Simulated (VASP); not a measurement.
# Ag (Pm-3m) in VASP: a series of runs

The runs below take Ag through single point, with LDA.

All numbers are computed with VASP 6.6.1; they aren't measurements. Logs are shortened: lines on timing, memory, paths and dates and some standing lists are left out, and cuts for length are marked.

## Step 1: The cell of the first run

It takes space group Pm-3m (No. 221, cubic). Conventional cell: a = 2.028 Å, b = 2.028 Å, c = 2.028 Å, α = 90.00°, β = 90.00°, γ = 90.00°. Ag (site symmetry m-3m) has 6 Ag at 2.03 Å within 2.7 Å.

## Step 2: Single point, LDA (volume scaled by 0.45)

Input file INCAR:

```
PREC = Accurate
ENCUT = 520
EDIFF = 1E-6
ISMEAR = -1
SIGMA = 0.1
LREAL = F
LASPH = T
NELM = 60
ALGO = Normal
ISIF = 2
LWAVE = F
LCHARG = F
GGA = CA
NBANDS = 12
```

Input file KPOINTS:

```
Automatic mesh
0
Gamma
  16 16 16
```

Input file POSCAR:

```
Ag
1.0
    2.0283198984      0.0000000000      0.0000000000
    0.0000000000      2.0283198984      0.0000000000
    0.0000000000      0.0000000000      2.0283198984
Ag
1
Direct
    0.0000000000      0.0000000000      0.0000000000
```

Potentials or basis: VASP PAW LDA potentials, release 64 (Ag).

Launch:

```bash
> cat potpaw_LDA.64/Ag/POTCAR > POTCAR
> mpirun -np 1 vasp_std > vasp.out
```

OUTCAR:

```text
PREC = Accurate
   ENCUT = 520
   EDIFF = 1E-6
   ISMEAR = -1
   LREAL = F
   LASPH = T
   NELM = 60
   ISIF = 2
   GGA = CA

 ion  position               nearest neighbor table
   1  0.000  0.000  0.000-

  LATTYP: Found a simple cubic cell.
 ALAT       =     2.0283198984

  Lattice vectors:

 A1 = (   2.0283198984,   0.0000000000,   0.0000000000)
 A2 = (   0.0000000000,   2.0283198984,   0.0000000000)
 A3 = (   0.0000000000,   0.0000000000,   2.0283198984)

Analysis of symmetry for initial positions (statically):
=====================================================================
 Subroutine PRICEL returns:
 Original cell was already a primitive cell.

 Routine SETGRP: Setting up the symmetry group for a
 simple cubic supercell.

 Subroutine GETGRP returns: Found 48 space group operations
 (whereof 48 operations were pure point group operations)
 out of a pool of 48 trial point group operations.

The static configuration has the point symmetry O_h .

Analysis of symmetry for dynamics (positions and initial velocities):
=====================================================================
 Subroutine PRICEL returns:
 Original cell was already a primitive cell.

 Routine SETGRP: Setting up the symmetry group for a
 simple cubic supercell.

 Subroutine GETGRP returns: Found 48 space group operations
 (whereof 48 operations were pure point group operations)
 out of a pool of 48 trial point group operations.

The dynamic configuration has the point symmetry O_h .

 Subroutine INISYM returns: Found 48 space group operations
 (whereof 48 operations are pure point group operations),
 and found     1 'primitive' translations

----------------------------------------------------------------------------------------

                                     Primitive cell

  volume of cell :       8.3447

  direct lattice vectors                    reciprocal lattice vectors
     2.028319898  0.000000000  0.000000000     0.493018878  0.000000000  0.000000000
     0.000000000  2.028319898  0.000000000     0.000000000  0.493018878  0.000000000
     0.000000000  0.000000000  2.028319898     0.000000000  0.000000000  0.493018878

  length of vectors
     2.028319898  2.028319898  2.028319898     0.493018878  0.493018878  0.493018878

  position of ions in fractional coordinates (direct lattice)
     0.000000000  0.000000000  0.000000000

  ion indices of the primitive-cell ions
   primitive index   ion index
                 1           1

----------------------------------------------------------------------------------------

 KPOINTS: Automatic mesh

Automatic generation of k-mesh.
 Grid dimensions read from file:
 generate k-points for:   16   16   16

 Generating k-lattice:

  Cartesian coordinates                     Fractional coordinates (reciprocal lattice)
     0.030813680  0.000000000  0.000000000     0.062500000  0.000000000  0.000000000
     0.000000000  0.030813680  0.000000000     0.000000000  0.062500000  0.000000000
     0.000000000  0.000000000  0.030813680     0.000000000  0.000000000  0.062500000

  Length of vectors
     0.030813680  0.030813680  0.030813680

  Shift w.r.t. Gamma in fractional coordinates (k-lattice)
     0.000000000  0.000000000  0.000000000

 Subroutine IBZKPT returns following result:
 ===========================================

 Found    165 irreducible k-points:

 Following reciprocal coordinates:
            Coordinates               Weight
  0.000000  0.000000  0.000000      1.000000
  0.062500  0.000000  0.000000      6.000000
  0.125000  0.000000  0.000000      6.000000
  0.187500  0.000000  0.000000      6.000000
  0.250000  0.000000  0.000000      6.000000
  0.312500  0.000000  0.000000      6.000000
[... 16 lines left out ...]
  0.437500  0.125000  0.000000     24.000000
  0.500000  0.125000  0.000000     12.000000
 [... further k-points ...]
   k-points           NKPTS =    165   k-points in BZ     NKDIM =    165   number of bands    NBANDS=     12
   number of dos      NEDOS =    301   number of ions     NIONS =      1
   total plane-waves  NPLWV =   4096
   dimension x,y,z NGX =    16 NGY =   16 NGZ =   16
   dimension x,y,z NGXF=    32 NGYF=   32 NGZF=   32
   ions per type =               1
   NGX,Y,Z   is equivalent  to a cutoff of  13.11, 13.11, 13.11 a.u.
   NGXF,Y,Z  is equivalent  to a cutoff of  26.23, 26.23, 26.23 a.u.
 SYSTEM =  unknown system
   PREC   = accura    normal or accurate (medium, high low for compatibility)
   ISTART =      0    job   : 0-new  1-cont  2-samecut
   ICHARG =      2    charge: 1-file 2-atom 10-const
   ISPIN  =      1    spin polarized calculation?
   LNONCOLLINEAR =      F non collinear calculations
   LSORBIT =      F    spin-orbit coupling
   LASPH  =      T    aspherical Exc in radial PAW
   ENCUT  =  520.0 eV  38.22 Ry    6.18 a.u.   3.77  3.77  3.77*2*pi/ulx,y,z
   NELM   =     60;   NELMIN=  2; NELMDL= -5     # of ELM steps
   EDIFF  = 0.1E-05   stopping-criterion for ELM
   LREAL  =      F    real-space projection
   EDIFFG = 0.1E-04   stopping-criterion for IOM
   NSW    =      0    number of steps for IOM
   IBRION =     -1    ionic relax: 0-MD 1-quasi-New 2-CG
   NFREE  =      0    steps in history (QN), initial steepest desc. (CG)
   ISIF   =      2    stress and relaxation
   ISYM   =      2    0-nonsym 1-usesym 2-fastsym
   POTIM  = 0.5000    time-step for ionic-motion
   TEBEG  =    0.0;   TEEND  =   0.0 temperature during run
   PSTRESS=    0.0 pullay stress
   NELECT =      11.0000    total number of electrons
   NUPDOWN=      -1.0000    fix difference up-down
   EMIN   =  10.00;   EMAX   =-10.00  energy-range for DOS
   EFERMI =   0.00;   METHOD = LEGACY
   ISMEAR =    -1;   SIGMA  =   0.10  broadening in eV -4-tet -1-fermi 0-gaus
   EFERMI_NEDOS =   21; number of points for ismear=-14 and -15
   IALGO  =     38    algorithm
   IMIX   =      4    mixing-type and parameters
     AMIX     =   0.40;   BMIX     =  1.00
     AMIX_MAG =   1.60;   BMIX_MAG =  1.00
  volume/ion in A,a.u.               =       8.34        56.31
  Fermi-wavevector in a.u.,A,eV,Ry     =   1.795020  3.392096 43.839285  3.222097
  Thomas-Fermi vector in A             =   2.856857
   LORBIT       =      0    0 simple, 1 ext, 2 COOP (PROOUT), +10 PAW based schemes
   GGA     = CA    functional components
   LHFCALC =     F    Hartree Fock is set to
   AEXX    =    0.0000 exact exchange contribution
   IVDW    =     0    specifies the selected vdW correction
   LEPSILON=     F    determine dielectric tensor
   LRPA    =     F    only Hartree local field effects (RPA)
 non-spin polarized calculation
  energy-cutoff  :      520.00
  volume of cell :        8.34
 maximum number of plane-waves:       251
 NGX is ok and might be reduce to    16
   NGX =  7   NGY =  7   NGZ =  7

 number of electron      10.9999994 magnetization

 Free energy of the ion-electron system (eV)
  ---------------------------------------------------
  ext. energy  EPLUGINS =         0.00000000
  ---------------------------------------------------
  free energy    TOTEN  =         6.42082949 eV

  energy without entropy =        6.42680162  energy(sigma->0) =        6.42381555

 E-fermi :  24.2308     XC(G=0): -17.1306

 val. band max:       24.1369502741   @ k =   0.4375   0.2500   0.0000
 cond. band min:      24.2845800697   @ k =   0.5000   0.4375   0.4375
 fundamental gap:      0.1476297957
 Fermi energy:        24.2307541948

 k-point     1 :       0.0000    0.0000    0.0000
  band No.  band energies     occupation
      1       8.7630      2.00000
      2       8.7630      2.00000
      3       9.3074      2.00000
      4      21.0395      2.00000
      5      21.0395      2.00000
      6      21.0395      2.00000
      7      43.8806      0.00000
      8      43.8806      0.00000
      9      43.8806      0.00000
     10      55.2649      0.00000
     11      55.4286      0.00000
     12      55.4286      0.00000

 k-point     2 :       0.0625    0.0000    0.0000
  band No.  band energies     occupation
      1       8.8081      2.00000
      2       8.9658      2.00000
      3       9.5378      2.00000
      4      20.8035      2.00000
      5      20.8035      2.00000
      6      21.0575      2.00000
      7      42.8376      0.00000
      8      44.2512      0.00000
      9      44.2512      0.00000
     10      53.3535      0.00000
     11      55.3414      0.00000
     12      56.2714      0.00000

 k-point     3 :       0.1250    0.0000    0.0000
  band No.  band energies     occupation
      1       8.9380      2.00000
      2       9.3429      2.00000
      3      10.4207      2.00000
      4      20.1657      2.00000
      5      20.1657      2.00000
      6      21.1089      2.00000
      7      40.5574      0.00000
      8      45.2766      0.00000
      9      45.2766      0.00000
     10      50.3551      0.00000
     11      55.3683      0.00000
     12      57.3268      0.00000

 k-point     4 :       0.1875    0.0000    0.0000
  band No.  band energies     occupation
      1       9.1374      2.00000
      2       9.7908      2.00000
      3      11.9395      2.00000
      4      19.2903      2.00000
      5      19.2903      2.00000
      6      21.1863      2.00000
      7      38.0342      0.00000
      8      46.7514      0.00000
      9      46.7514      0.00000
     10      47.5729      0.00000
     11      55.3146      0.00000
     12      57.5082      0.00000

 k-point     5 :       0.2500    0.0000    0.0000
  band No.  band energies     occupation
      1       9.3808      2.00000
      2      10.3322      2.00000
      3      13.8617      2.00000
      4      18.3537      2.00000
      5      18.3537      2.00000
      6      21.2787      2.00000
      7      35.7221      0.00000
      8      45.1644      0.00000
      9      48.4509      0.00000
     10      48.4509      0.00000
     11      54.9479      0.00000
     12      57.2896      0.00000
[... 228 lines left out ...]
      1      10.1642      2.00000
      2      11.8153      2.00000
      3      14.3817      2.00000
      4      17.6123      2.00000
      5      18.5364      2.00000
      6      20.5843      2.00000
      7      34.6333      0.00000
      8      43.4313      0.00000
      9      46.7334      0.00000
     10      51.7355      0.00000
     11      56.9559      0.00000
     12      57.1684      0.00000

 k-point    22 :       0.3750    0.1250    0.0000
  band No.  band energies     occupation
      1      10.4145      2.00000
      2      12.3466      2.00000
      3      14.2450      2.00000
      4      16.9477      2.00000
      5      20.0005      2.00000
      6      20.6790      2.00000
      7      33.1135      0.00000
      8      42.5249      0.00000
      9      47.4914      0.00000
     10      53.4483      0.00000
     11      54.3031      0.00000
     12      57.0467      0.00000

 k-point    23 :       0.4375    0.1250    0.0000
  band No.  band energies     occupation
      1      10.5850      2.00000
      2      12.8214      2.00000
      3      13.8557      2.00000
      4      16.5248      2.00000
      5      20.7432      2.00000
      6      21.3518      2.00000
      7      32.2138      0.00000
      8      41.8135      0.00000
      9      48.3000      0.00000
     10      51.9104      0.00000
     11      54.9431      0.00000
     12      57.0897      0.00000

 k-point    24 :       0.5000    0.1250    0.0000
  band No.  band energies     occupation
      1      10.6458      2.00000
      2      13.0912      2.00000
      3      13.6035      2.00000
      4      16.3799      2.00000
      5      20.7659      2.00000
      6      21.8793      2.00000
      7      31.9297      0.00000
      8      41.5581      0.00000
      9      48.7119      0.00000
     10      50.8994      0.00000
     11      55.6828      0.00000
     12      57.1077      0.00000

 [... further k-points ...]

------------------------ aborting loop because EDIFF is reached ----------------------------------------

  FORCE on cell =-STRESS in cart. coord.  units (eV):
  Direction    XX          YY          ZZ          XY          YZ          ZX
  --------------------------------------------------------------------------------------
  -------------------------------------------------------------------------------------
  Total       35.1080641     35.1080641     35.1080641     -0.0000000     -0.0000000      0.0000000
  in kB     6740.7483009   6740.7483009   6740.7483009     -0.0000000     -0.0000000      0.0000000
  external PRESSURE =    6740.7483009 kB  Pullay stress =       0.0000000 kB

 VOLUME and BASIS-vectors are now :
 -----------------------------------------------------------------------------
  energy-cutoff  :      520.00
  volume of cell :        8.34
      direct lattice vectors                 reciprocal lattice vectors
     2.028319898  0.000000000  0.000000000     0.493018878  0.000000000  0.000000000
     0.000000000  2.028319898  0.000000000     0.000000000  0.493018878  0.000000000
     0.000000000  0.000000000  2.028319898     0.000000000  0.000000000  0.493018878

 POSITION                                       TOTAL-FORCE (eV/Angst)
 -----------------------------------------------------------------------------------
      0.00000      0.00000      0.00000         0.000000      0.000000      0.000000
 -----------------------------------------------------------------------------------
    total drift:                               -0.000000     -0.000000      0.000000

  FREE ENERGIE OF THE ION-ELECTRON SYSTEM (eV)
  ---------------------------------------------------
  free  energy   TOTEN  =         6.4208294914 eV

  energy  without entropy=        6.4268016160  energy(sigma->0) =        6.42381555
```

It took 12 s on 1 thread of AMD EPYC 7R43 (Zen 3), shared host; peak memory 0.09 GiB.

The run converged, but its numbers aren't listed here, since they failed a check.

(Part 1 of 3 ends here.)
